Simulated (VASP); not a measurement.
# SiC (F-43m) in VASP: a series of runs, part 2 of 2

VASP 6.6.1.

## Step 3: G0W0 quasiparticle levels, PBE

The input, POSCAR:

```
SiC
1.0
    0.0000000000      2.1790000000      2.1790000000
    2.1790000000      0.0000000000      2.1790000000
    2.1790000000      2.1790000000      0.0000000000
Si C
1 1
Direct
    0.0000000000      0.0000000000      0.0000000000
    0.2500000000      0.2500000000      0.2500000000
```

The input, INCAR.step1:

```
PREC = Accurate ; ENCUT = 500
EDIFF = 1E-8 ; ISMEAR = 0
SIGMA = 0.01 ; LREAL = False
LASPH = True ; NELM = 80
ALGO = Normal ; LWAVE = True
LCHARG = False ; GGA = PE
```

The input, INCAR.step2:

```
PREC = Accurate ; ENCUT = 500
EDIFF = 1E-8 ; ISMEAR = 0
SIGMA = 0.01 ; LREAL = False
LASPH = True ; NELM = 1
ALGO = Exact ; LWAVE = True
LCHARG = False ; GGA = PE
NBANDS = 208 ; LOPTICS = True
ISTART = 1
```

The input, INCAR.step3:

```
PREC = Accurate ; ENCUT = 500
EDIFF = 1E-8 ; ISMEAR = 0
SIGMA = 0.01 ; LREAL = False
LASPH = True ; ALGO = EVGW0
LWAVE = False ; LCHARG = False
GGA = PE ; NELMGW = 1
NBANDS = 208 ; ENCUTGW = 180.0
NOMEGA = 48 ; PRECFOCK = Fast
ISTART = 1 ; NBANDSGW = 12
```

The input, KPOINTS:

```
Automatic mesh
0
Gamma
  2 2 2
```

Potentials or basis: VASP PAW PBE potentials, release 64 (Si_GW, C_GW).

The run is started by

```
> cat potpaw_PBE.64/Si_GW/POTCAR potpaw_PBE.64/C_GW/POTCAR > POTCAR
> cp INCAR.step1 INCAR
> mpirun -np 1 vasp_std > vasp.out
> cp INCAR.step2 INCAR
> mpirun -np 1 vasp_std > vasp.out
> cp INCAR.step3 INCAR
> mpirun -np 1 vasp_std > vasp.out
```

OUTCAR:

```text
PREC = Accurate
   ENCUT = 500
   EDIFF = 1E-8
   ISMEAR = 0
   LREAL = False
   LASPH = True
   GGA = PE
   NELMGW = 1
   ENCUTGW = 180.0
   PRECFOCK = Fast
   ISTART = 1

 ion  position               nearest neighbor table
   1  0.000  0.000  0.000-   2 1.89   2 1.89   2 1.89   2 1.89
   2  0.250  0.250  0.250-   1 1.89   1 1.89   1 1.89   1 1.89

  LATTYP: Found a face centered cubic cell.
 ALAT       =     4.3580000000

  Lattice vectors:

 A1 = (   0.0000000000,   2.1790000000,   2.1790000000)
 A2 = (   2.1790000000,   0.0000000000,   2.1790000000)
 A3 = (   2.1790000000,   2.1790000000,   0.0000000000)

Analysis of symmetry for initial positions (statically):
=====================================================================
 Subroutine PRICEL returns:
 Original cell was already a primitive cell.

[... 143 lines left out ...]
   NELMHF              =     1    number of iterations in the inner HF iteration
   NKREDLFX            =     1    NKREDLFY  =   1   NKREDLFZ  =   1
 non-spin polarized calculation
 Gauss-broadening in eV      SIGMA  =   0.01
  energy-cutoff  :      500.00
  volume of cell :       20.69
 maximum number of plane-waves:       544
 NGX is ok and might be reduce to    24
  NGX = 14; NGY = 14; NGZ = 14
   NGX = 11   NGY = 11   NGZ = 11
 maximum number of plane-waves:       116
 NGX is ok and might be reduce to    14

 QP shifts <psi_nk| G(iteration)W_0 |psi_nk>: iteration 1
 for sc-GW calculations column KS-energies equals QP-energies in previous step
 and V_xc(KS)=  KS-energies - (<T + V_ion + V_H > + <T+V_H+V_ion>^1  + <V_x>^1)

 k-point   1 :       0.0000    0.0000    0.0000
  band No.  KS-energies  QP-energies   sigma(KS)   V_xc(KS)     V^pw_x(r,r')   Z            occupation Imag(sigma)

      1      -7.3380      -8.7276     -14.6566     -12.6184     -21.3543       0.6818       2.0000       0.9860
      2       8.3135       7.5477     -15.8048     -14.8289     -18.8161       0.7847       2.0000       0.0652
      3       8.3135       7.5477     -15.8048     -14.8289     -18.8161       0.7847       2.0000       0.0652
      4       8.3135       7.5477     -15.8048     -14.8289     -18.8161       0.7847       2.0000       0.0652
      5      14.4716      14.6512     -12.8185     -13.0634      -6.3706       0.7337       0.0000      -0.1304
      6      15.1513      15.3831     -11.1429     -11.4411      -5.0772       0.7771       0.0000      -0.1493
      7      15.1513      15.3831     -11.1429     -11.4411      -5.0772       0.7771       0.0000      -0.1493
      8      15.1513      15.3831     -11.1429     -11.4411      -5.0772       0.7771       0.0000      -0.1493
      9      22.3472      22.7455     -10.8893     -11.3701      -4.3303       0.8284       0.0000      -0.2513
     10      22.3472      22.7455     -10.8893     -11.3701      -4.3303       0.8284       0.0000      -0.2513
     11      24.3769      24.2462      -9.6716      -9.5153      -2.5991       0.8365       0.0000      -0.6566
     12      25.1518      25.0546     -10.1458     -10.0281      -2.7489       0.8247       0.0000      -0.7413
[... 20 lines left out ...]
      1      -2.1456      -3.5425     -15.9289     -14.2374     -21.5509       0.8259       2.0000       1.0705
      2       0.2166      -0.8458     -13.8165     -12.4200     -18.0020       0.7607       2.0000       0.2240
      3       4.9554       4.0030     -14.6686     -13.4480     -18.0643       0.7803       2.0000       0.0920
      4       4.9554       4.0030     -14.6686     -13.4480     -18.0643       0.7803       2.0000       0.0920
      5       9.2508       9.0905     -10.4852     -10.2857      -5.0882       0.8036       0.0000      -0.1291
      6      12.2235      12.2232     -10.6228     -10.6224      -5.0161       0.8208       0.0000      -0.1397
      7      22.1307      22.5632     -12.2563     -12.8135      -4.7278       0.7762       0.0000      -0.5912
      8      22.1307      22.5632     -12.2563     -12.8135      -4.7278       0.7762       0.0000      -0.5912
      9      23.1815      23.7792     -13.3407     -14.1375      -6.0009       0.7501       0.0000      -0.4456
     10      27.8744      28.2740     -10.5763     -11.0979      -2.8467       0.7659       0.0000      -0.8233
     11      30.1164      30.7140     -12.0312     -12.7827      -4.6705       0.7951       0.0000      -0.5608
     12      30.1164      30.7140     -12.0312     -12.7827      -4.6705       0.7951       0.0000      -0.5608
```

OUTCAR.step1:

```text
PREC = Accurate
   ENCUT = 500
   EDIFF = 1E-8
   ISMEAR = 0
   LREAL = False
[... 231 lines left out ...]
      0.00000      0.00000      0.00000        -0.000000     -0.000000     -0.000000
      1.08950      1.08950      1.08950         0.000000      0.000000      0.000000
 -----------------------------------------------------------------------------------
    total drift:                                0.000000      0.000000      0.000000

  FREE ENERGIE OF THE ION-ELECTRON SYSTEM (eV)
  ---------------------------------------------------
  free  energy   TOTEN  =       -12.5555496648 eV

  energy  without entropy=      -12.5555496648  energy(sigma->0) =      -12.55554966
```

OUTCAR.step2:

```text
PREC = Accurate
   ENCUT = 500
   EDIFF = 1E-8
   ISMEAR = 0
   LREAL = False
[... 589 lines left out ...]
     0.00000    20.87024    20.87024    20.87024     0.00000    -0.00000    -0.00000
     3.28941    34.93405    34.93405    34.93405     0.00000    -0.00000    -0.00000
     6.57882    -8.27992    -8.27992    -8.27992     0.00000    -0.00000    -0.00000
     9.86822   -13.61298   -13.61298   -13.61298     0.00000     0.00000    -0.00000
    13.15763    -3.81767    -3.81767    -3.81767     0.00000     0.00000     0.00000
    16.44704    -1.80322    -1.80322    -1.80322    -0.00000     0.00000     0.00000
[... 92 lines left out ...]
   322.36200     0.99118     0.99118     0.99118    -0.00000     0.00000     0.00000
   325.65140     0.99136     0.99136     0.99136    -0.00000     0.00000     0.00000
```

Wall time 6.6 s (1 thread of Intel Xeon 6975P-C (Granite Rapids), shared host); peak memory 0.16 GiB.

What came out:

```yaml
Band_gap_on_the_k_mesh_mean-field_level: 0.94 eV, indirect (least direct gap 4.30 eV)
Quasiparticle_gap: 1.54 eV
Least_direct_quasiparticle_gap: 5.09 eV
```

Caveat: the k points lie up to 1.25 Å⁻¹ apart; bands, screening cutoff and mesh are small and nothing is extrapolated, so the quasiparticle values aren't converged.

## Step 4: G0W0 quasiparticle levels, PBE

POSCAR is that of step 3.

The input, INCAR.step1:

```
SYSTEM = SiC
PREC = Accurate
ENCUT = 500
EDIFF = 1E-8
ISMEAR = 0
SIGMA = 0.01
LREAL = .FALSE.
LASPH = .TRUE.
NELM = 60
ALGO = Normal
LWAVE = .TRUE.
LCHARG = .FALSE.
GGA = PE
```

The input, INCAR.step2:

```
SYSTEM = SiC
PREC = Accurate
ENCUT = 500
EDIFF = 1E-8
ISMEAR = 0
SIGMA = 0.01
LREAL = .FALSE.
LASPH = .TRUE.
NELM = 1
ALGO = Exact
LWAVE = .TRUE.
LCHARG = .FALSE.
GGA = PE
NBANDS = 404
LOPTICS = .TRUE.
ISTART = 1
```

The input, INCAR.step3:

```
SYSTEM = SiC
PREC = Accurate
ENCUT = 500
EDIFF = 1E-8
ISMEAR = 0
SIGMA = 0.01
LREAL = .FALSE.
LASPH = .TRUE.
ALGO = EVGW0
LWAVE = .FALSE.
LCHARG = .FALSE.
GGA = PE
NELMGW = 1
NBANDS = 404
ENCUTGW = 200
NOMEGA = 48
PRECFOCK = Fast
ISTART = 1
NBANDSGW = 12
```

The input, KPOINTS:

```
regular mesh
0
G
  2 2 2
  0 0 0
```

Potentials or basis: VASP PAW PBE potentials, release 64 (Si_GW, C_GW).

The run is started by

```
> cat potpaw_PBE.64/Si_GW/POTCAR potpaw_PBE.64/C_GW/POTCAR > POTCAR
> cp INCAR.step1 INCAR
> mpirun -np 1 vasp_std > vasp.out
> cp INCAR.step2 INCAR
> mpirun -np 1 vasp_std > vasp.out
> cp INCAR.step3 INCAR
> mpirun -np 1 vasp_std > vasp.out
```

OUTCAR:

```text
SYSTEM = SiC
   PREC = Accurate
   ENCUT = 500
   EDIFF = 1E-8
   ISMEAR = 0
   LREAL = .FALSE.
   LASPH = .TRUE.
   GGA = PE
   NELMGW = 1
   ENCUTGW = 200
   PRECFOCK = Fast
   ISTART = 1

 ion  position               nearest neighbor table
   1  0.000  0.000  0.000-   2 1.89   2 1.89   2 1.89   2 1.89
[... 179 lines left out ...]
      2       8.3135       7.4999     -15.8654     -14.8289     -18.8161       0.7848       2.0000       0.0804
      3       8.3135       7.4999     -15.8654     -14.8289     -18.8161       0.7848       2.0000       0.0804
      4       8.3135       7.4999     -15.8654     -14.8289     -18.8161       0.7848       2.0000       0.0804
      5      14.4716      14.5703     -12.9301     -13.0634      -6.3706       0.7404       0.0000      -0.1065
      6      15.1513      15.3568     -11.1791     -11.4411      -5.0772       0.7844       0.0000      -0.1470
      7      15.1513      15.3568     -11.1791     -11.4411      -5.0772       0.7844       0.0000      -0.1470
      8      15.1513      15.3568     -11.1791     -11.4411      -5.0772       0.7844       0.0000      -0.1470
      9      22.3472      22.7282     -10.8956     -11.3701      -4.3303       0.8029       0.0000      -0.2044
     10      22.3472      22.7282     -10.8956     -11.3701      -4.3303       0.8029       0.0000      -0.2044
     11      24.3769      24.2162      -9.7065      -9.5153      -2.5991       0.8410       0.0000      -0.6284
     12      25.1518      25.0258     -10.1812     -10.0281      -2.7489       0.8220       0.0000      -0.7678
[... 20 lines left out ...]
      1      -2.1456      -3.5935     -15.9988     -14.2374     -21.5509       0.8221       2.0000       1.0735
      2       0.2166      -0.8814     -13.8700     -12.4200     -18.0020       0.7572       2.0000       0.2537
      3       4.9554       3.9803     -14.7035     -13.4480     -18.0643       0.7767       2.0000       0.1271
      4       4.9554       3.9803     -14.7035     -13.4480     -18.0643       0.7767       2.0000       0.1271
      5       9.2508       9.0853     -10.4912     -10.2857      -5.0882       0.8054       0.0000      -0.1345
      6      12.2235      12.2270     -10.6181     -10.6224      -5.0161       0.8217       0.0000      -0.1178
      7      22.1307      22.5582     -12.2667     -12.8135      -4.7278       0.7818       0.0000      -0.5965
      8      22.1307      22.5582     -12.2667     -12.8135      -4.7278       0.7818       0.0000      -0.5965
      9      23.1815      23.6892     -13.4625     -14.1375      -6.0009       0.7522       0.0000      -0.4249
     10      27.8744      28.2512     -10.6140     -11.0979      -2.8467       0.7787       0.0000      -0.8191
     11      30.1164      30.6913     -12.0524     -12.7827      -4.6705       0.7871       0.0000      -0.5407
     12      30.1164      30.6913     -12.0524     -12.7827      -4.6705       0.7871       0.0000      -0.5407
```

OUTCAR.step1:

```text
SYSTEM = SiC
   PREC = Accurate
   ENCUT = 500
   EDIFF = 1E-8
   ISMEAR = 0
   LREAL = .FALSE.
   LASPH = .TRUE.
[... 230 lines left out ...]
      0.00000      0.00000      0.00000        -0.000000     -0.000000     -0.000000
      1.08950      1.08950      1.08950         0.000000      0.000000      0.000000
 -----------------------------------------------------------------------------------
    total drift:                                0.000000      0.000000      0.000000

  FREE ENERGIE OF THE ION-ELECTRON SYSTEM (eV)
  ---------------------------------------------------
  free  energy   TOTEN  =       -12.5555496648 eV

  energy  without entropy=      -12.5555496648  energy(sigma->0) =      -12.55554966
```

OUTCAR.step2:

```text
SYSTEM = SiC
   PREC = Accurate
   ENCUT = 500
   EDIFF = 1E-8
[... 590 lines left out ...]
  --------------------------------------------------------------------------------------------------------------
     0.00000    19.55235    19.55235    19.55235     0.00000     0.00000     0.00000
     5.01044     2.20854     2.20854     2.20854     0.00000     0.00000     0.00000
    10.02088   -12.88809   -12.88809   -12.88809    -0.00000    -0.00000     0.00000
    15.03132    -3.45410    -3.45410    -3.45410    -0.00000    -0.00000    -0.00000
    20.04176    -0.77138    -0.77138    -0.77138    -0.00000    -0.00000     0.00000
    25.05220    -0.16284    -0.16284    -0.16284    -0.00000    -0.00000     0.00000
[... 92 lines left out ...]
   491.02317     0.99627     0.99627     0.99627    -0.00000    -0.00000    -0.00000
   496.03361     0.99635     0.99635     0.99635    -0.00000    -0.00000    -0.00000
```

Run time: 34 s. Hardware: 1 thread of Intel Xeon 8259CL, shared host; peak memory 0.17 GiB.

Results:

```
Band gap on the k mesh, mean-field level : 0.94 eV, indirect (least direct gap 4.30 eV)
Quasiparticle gap                        : 1.59 eV
Least direct quasiparticle gap           : 5.11 eV
```

Levels at points of the mesh, in eV from the valence-band top:
```tsv
k point	band 1	band 2	band 3	band 4	band 5	band 6	band 7	band 8
(0.00, 0.00, 0.00)	-15.65	0.00	0.00	0.00	6.16	6.84	6.84	6.84
(0.50, 0.00, 0.00)	-11.98	-8.85	-1.11	-1.11	5.15	6.76	6.76	9.87
(0.50, 0.50, 0.00)	-10.46	-8.10	-3.36	-3.36	0.94	3.91	13.82	13.82
```

Caveat: the k points lie up to 1.25 Å⁻¹ apart; bands, screening cutoff and mesh are small and nothing is extrapolated, so the quasiparticle values aren't converged. A k mesh can miss the band edges.
